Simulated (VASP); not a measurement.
Si4IrPd:

```
CELL_PARAMETERS angstrom
0.00000 3.60392 3.60392
3.60392 0.00000 3.60392
3.60392 3.60392 0.00000
ATOMIC_POSITIONS crystal
Si 0.87491 0.37503 0.37503
Si 0.37503 0.37503 0.37503
Si 0.37503 0.87491 0.37503
Si 0.37503 0.37503 0.87491
Pd 0.75000 0.75000 0.75000
Ir 0.00000 0.00000 0.00000
```

The cell was built from a structure type or drawn by symmetry, and may not be a known phase.

| Quantity | Value |
| --- | --- |
| Program | VASP 6.6.1 |
| Task | relaxation of cell and atoms |
| Functional | PBE |
| Potentials or basis | VASP PAW PBE potentials, release 64 (Si, Pd, Ir) |
| Cutoff | 500 eV |
| k mesh | 4 × 4 × 4 |
| Occupations | gaussian, width 0.2 eV |
| Spin | no spin polarisation |

At the start: pressure -10.1 GPa; volume 15.60 Å³/atom.

**Question.** Where does the relaxation end?

**Answer.** Over 3 steps the energy falls by 48.6 meV/atom and the volume is 14.23 Å³/atom (-8.8 %); space group F-43m (No. 216, to 0.1 Å) before and after.

The path:
```tsv
step	energy change (eV)	largest force (eV/Å)	pressure (GPa)	volume (Å³)
1	0.0000	0.1733	-10.10	93.62
2	-0.1788	0.2079	8.55	80.92
3	-0.2914	0.0288	-0.07	85.35
```

Final structure:
```
Si Pd Ir
1.0
     0.00000    3.49461    3.49461
     3.49461    0.00000    3.49461
     3.49461    3.49461    0.00000
Si Pd Ir
4 1 1
Cartesian
  2.6183 4.3710 4.3710
  2.6183 2.6183 2.6183
  4.3710 2.6183 4.3710
  4.3710 4.3710 2.6183
  5.2419 5.2419 5.2419
  0.0000 0.0000 0.0000
```

Caveat: the k points lie up to 0.39 Å⁻¹ apart in the final cell, too coarse for converged energies and pressures of a metal.
